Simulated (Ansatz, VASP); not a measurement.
# One calculation of LiH, two programs

The input INCAR:

```
SYSTEM = LiH
PREC = Accurate ; ENCUT = 520
EDIFF = 1E-8 ; ISMEAR = -1
SIGMA = 0.03 ; LREAL = .False.
LASPH = .True. ; NELM = 60
ALGO = Normal ; ISIF = 2
LWAVE = .False. ; LCHARG = .False.
GGA = PE ; LEFG = .True.
NBANDS = 9
```

KPOINTS

```
Automatic mesh
0
Gamma
  15 15 15
  0 0 0
```

Contents of POSCAR:

```
LiH
1.0
    0.0000000000      2.0325000000      2.0325000000
    2.0325000000      0.0000000000      2.0325000000
    2.0325000000      2.0325000000      0.0000000000
Li H
1 1
Direct
    0.0000000000      0.0000000000      0.0000000000
    0.5000000000      0.5000000000      0.5000000000
```

Input for Ansatz:

```yaml
crystal:
  lattice:
    - [0.0, 2.0325, 2.0325]
    - [2.0325, 0.0, 2.0325]
    - [2.0325, 2.0325, 0.0]
  atoms:
    - { symbol: Li, position: [0.0, 0.0, 0.0] }
    - { symbol: H, position: [0.5, 0.5, 0.5] }
kpoints:
  mp_grid: { grid: [15, 15, 15] }
scf:
  occupations: { method: fermi_dirac, width: 0.03 }
hamiltonian:
  xc: pbe
  pseudopotentials: { kind: paw }
output:
  forces: true
  stress: true
  eigenvalues: true
  efg: { contact_densities: true }
```

Alike in both runs: task electric field gradients; functional PBE; k mesh 15 × 15 × 15; occupations fermi-dirac, width 0.03 eV; no spin polarisation.

```csv
,VASP,Ansatz
version,VASP 6.6.1,Ansatz 0.2.0
potentials or method,"VASP PAW PBE potentials, release 64 (Li_sv, H)","PAW with Ansatz's default frozen-core files, scalar-relativistic"
plane-wave cutoff (eV),520,420
valence electrons in the cell,4,4
```

Ansatz gave:

```
gap on the k mesh at the Fermi level (eV) : 3.12
```

Question: Estimate VASP's values.

Answer: gap on the k mesh at the Fermi level (eV): 3.11.

With one functional, cell and mesh, what is left measures potentials, basis and numerics.

Noted on VASP's run: the cutoff is short for stress, so the pressure is rough.
